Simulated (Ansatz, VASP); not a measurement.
Two plane-wave programs on Cd

```xyz
2
Lattice="2.9308 0.0000 0.0000 -1.4654 2.5382 0.0000 0.0000 0.0000 5.8034" Properties=species:S:1:pos:R:3 pbc="T T T"
Cd    0.0000    1.6921    1.4508
Cd    1.4654    0.8461    4.3525
```

Alike in both runs: task single point; functional PBE; k mesh 24 × 24 × 10; occupations gaussian, width 0.15 eV; no spin polarisation.

|  | VASP | Ansatz |
| --- | --- | --- |
| version | VASP 6.6.1 | Ansatz 0.2.0 |
| potentials or method | VASP PAW PBE potentials, release 64 (Cd), cutoff 520 eV | scalar-relativistic, plane waves, PAW |
| valence electrons in the cell | 24 | 40 |

Ansatz gave:

```
gap on the k mesh at the Fermi level (eV)                     : none
pressure (GPa)                                                : 3.9
traceless stress, the component that is largest in VASP (GPa) : -2.30
```

Problem. What did VASP give for the same quantities?

Solution. gap on the k mesh at the Fermi level (eV): none; pressure (GPa): 4.3; traceless stress, the component that is largest in VASP (GPa): -2.49.

A gap of «none» marks a metal or a gap that the smearing closes. VASP's potentials hold 24 valence electrons a cell and Ansatz's 40, so a difference there can come from the potentials and not from the codes.
